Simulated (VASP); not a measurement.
A run of VASP 6.6.1 is set up as follows.

File INCAR:

```
PREC = Accurate
ENCUT = 600
EDIFF = 1E-6
ISMEAR = 0
SIGMA = 0.1
LREAL = F
LASPH = T
NELM = 80
ALGO = Normal
ISIF = 3
LWAVE = F
LCHARG = F
GGA = PE
IBRION = 2
NSW = 90
EDIFFG = -0.04
```

File KPOINTS:

```
regular mesh
0
Gamma
  4 4 4
```

Contents of POSCAR:

```
SnO3
1.0
    4.9128232100      0.0000000000      0.0000000000
    0.0000000000      4.9128232100      0.0000000000
    0.0000000000      0.0000000000      4.9128232100
Sn O
2 6
Direct
    0.5000000000      0.5000000000      0.5000000000
    0.0000000000      0.0000000000      0.0000000000
    0.1892524700      0.5000000000      0.5000000000
    0.8107475300      0.5000000000      0.5000000000
    0.5000000000      0.1892524700      0.5000000000
    0.5000000000      0.8107475300      0.5000000000
    0.5000000000      0.5000000000      0.1892524700
    0.5000000000      0.5000000000      0.8107475300
```

Potentials or basis: VASP PAW PBE potentials, release 64 (Sn_d, O).

The run is started by

```bash
$ cat potpaw_PBE.64/Sn_d/POTCAR potpaw_PBE.64/O/POTCAR > POTCAR
$ mpirun -np 1 vasp_std > vasp.out
```

Problem. Predict the relaxed cell.

Solution. a = 5.786 Å, b = 5.786 Å, c = 5.786 Å, α = 90.00°, β = 90.00°, γ = 90.00°.

Problem. Estimate the relaxed volume.

Solution. 24.21 Å³/atom.

Final structure:
```yaml
crystal:
  lattice:
    - [5.78584, 0.00000, 0.00000]
    - [0.00000, 5.78584, 0.00000]
    - [0.00000, 0.00000, 5.78584]
  atoms:
    - { symbol: Sn, position: [0.50000, 0.50000, 0.50000] }
    - { symbol: Sn, position: [0.00000, 0.00000, 0.00000] }
    - { symbol: O, position: [0.88242, 0.50000, 0.50000] }
    - { symbol: O, position: [0.11758, 0.50000, 0.50000] }
    - { symbol: O, position: [0.50000, 0.88242, 0.50000] }
    - { symbol: O, position: [0.50000, 0.11758, 0.50000] }
    - { symbol: O, position: [0.50000, 0.50000, 0.88242] }
    - { symbol: O, position: [0.50000, 0.50000, 0.11758] }
```

Caveat: the volume moved by over 15 % at a fixed basis, so the end points are rough.
